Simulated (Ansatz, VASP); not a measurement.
## One calculation of KTaO3, two programs

```
K Ta O
1.0
     3.81393    0.00000    0.00000
     0.00000    3.81393    0.00000
     0.00000    0.00000    4.30288
K Ta O
1 1 3
Direct
  0.50000 0.50000 0.50000
  0.00000 0.00000 0.00000
  0.50000 0.00000 0.00000
  0.00000 0.50000 0.00000
  0.00000 0.00000 0.50000
```

Alike in both runs: task single point; functional PBE; k mesh 8 × 8 × 8; occupations gaussian, width 0.05 eV; no spin polarisation.

```csv
,VASP,Ansatz
version,VASP 6.6.1,Ansatz 0.2.0
potentials or method,"VASP PAW PBE potentials, release 64 (K_sv, Ta_pv, O), cutoff 520 eV","scalar-relativistic, plane waves, PAW"
valence electrons in the cell,38,40
```

|  | VASP | Ansatz | Ansatz less VASP |
| --- | --- | --- | --- |
| gap on the k mesh at the Fermi level (eV) | 2.02 | 2.06 | +0.043 |
| least direct gap on the mesh (eV) | 2.41 | 2.45 | +0.036 |
| pressure (GPa) | 14.8 | 13.9 | -0.86 |
| traceless stress, the component that is largest in VASP (GPa) | -28.96 | -28.45 | +0.511 |

With one functional, cell and mesh, what is left measures potentials, basis and numerics. VASP's potentials hold 38 valence electrons a cell and Ansatz's 40, so a difference there can come from the potentials and not from the codes.

Spin-orbit coupling is off throughout.
